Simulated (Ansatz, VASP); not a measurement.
# Two plane-wave programs on TaTlO2

```
Ta Tl O
1.0
     3.66933    0.00000    0.00000
    -1.83466    3.17773    0.00000
     0.00000    0.00000    6.21606
Ta Tl O
1 1 2
Direct
  0.00000 0.00000 0.50000
  0.00000 0.00000 0.00000
  0.33333 0.66667 0.50000
  0.66667 0.33333 0.50000
```

Alike in both runs: functional PBE; k mesh 12 × 12 × 8; occupations gaussian, width 0.1 eV; no spin polarisation.

Ansatz relaxed the structure, and its values are those at the end. VASP's run is a single point on that final structure, the one shown.

|  | VASP | Ansatz |
| --- | --- | --- |
| version | VASP 6.6.1 | Ansatz 0.2.0 |
| potentials or method | VASP PAW PBE potentials, release 64 (Ta_pv, Tl_d, O), cutoff 520 eV | scalar-relativistic, plane waves, PAW |
| valence electrons in the cell | 36 | 38 |

VASP gave:

```
gap on the k mesh at the Fermi level (eV) : none
pressure (GPa)                            : 0.3
```

Question: Which values does Ansatz return?

Answer: gap on the k mesh at the Fermi level (eV): none; pressure (GPa): 0.0.

A gap of «none» marks a metal or a gap that the smearing closes. VASP's potentials hold 36 valence electrons a cell and Ansatz's 38, so a difference there can come from the potentials and not from the codes.

Spin-orbit coupling is off throughout.
